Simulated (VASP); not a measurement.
Runs of VASP 6.6.1 on LiH. The structure is that of space group Fm-3m (No. 225), or close to it. The cells are those of the table. 

```tsv
task	cell	gap on the mesh (eV)
single point	a = 2.764 Å, angles 60.0°, 2 atoms	2.53
single point	a = 2.757, b = 2.757, c = 2.764 Å, angles 59.9, 59.9, 60.2°, 2 atoms	2.47
single point	a = 2.778 Å, angles 60.0°, 2 atoms	(a)
single point	a = 2.771, b = 2.771, c = 2.764 Å, angles 60.1, 60.1, 59.8°, 2 atoms	2.48
relaxation of the atoms	atoms relaxed from a = 2.757 Å, angles 60.3°, 2 atoms	2.53
```

Alike in all rows: level LDA; potentials or basis VASP PAW LDA potentials, release 64 (Li_sv, H); no spin polarisation; k mesh 10 × 10 × 10; cutoff (eV) 520; smearing gaussian 0.01 eV.

Fill in the values left out.

(a) 2.55.

Caveats: the relaxation stopped at its first step, so nothing moved (some runs).

A k mesh can miss the band edges.
